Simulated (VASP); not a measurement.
Wanted: the native input for a VASP 6.6.1 run.

| Item | Value |
| --- | --- |
| Task | single point |
| Functional | LDA |
| Potentials or basis | VASP PAW LDA potentials, release 64 (Ir_sv_GW) |
| Cutoff | 560 eV |
| k mesh | 14 × 14 × 14 |
| Occupations | gaussian, width 0.03 eV |
| Spin | no spin polarisation |
| Dipole correction | no |
| Further INCAR settings | ALGO = Normal; EDIFF = 1e-06; NBANDS = 14 |

The structure of Ir lies in POSCAR:

```
Ir
1.0
    0.0000000000      1.9060927672      1.9060927672
    1.9060927672      0.0000000000      1.9060927672
    1.9060927672      1.9060927672      0.0000000000
Ir
1
Direct
    0.0000000000      0.0000000000      0.0000000000
```

One way to write it, as run:

INCAR

```
  ALGO = Normal
  EDIFF = 1E-6
  ENCUT = 560
  GGA = CA
  GGA_COMPAT = F
  ISIF = 2
  ISMEAR = 0
  LASPH = T
  LCHARG = F
  LREAL = F
  LWAVE = F
  NBANDS = 14
  NELM = 120
  PREC = Accurate
  SIGMA = 0.03
```

KPOINTS

```
k-points
0
Gamma
  14 14 14
```

Potentials or basis: VASP PAW LDA potentials, release 64 (Ir_sv_GW).

Run with:

```sh
$ cat potpaw_LDA.64/Ir_sv_GW/POTCAR > POTCAR
$ mpirun -np 1 vasp_std > vasp.out
```

Results of the run:

```
Pressure               : -0.5 GPa
Band gap on the k mesh : zero (an odd number of electrons rules out a gap without spin polarisation)
```

Caveat: spin-orbit coupling is left out, which moves the levels of the heavy elements.

Wall time 18 s on 1 thread of Intel(R) Xeon(R) Platinum 8259CL CPU @ 2.50GHz (Skylake/Cascade Lake) (shared host), peak memory 0.15 GiB.
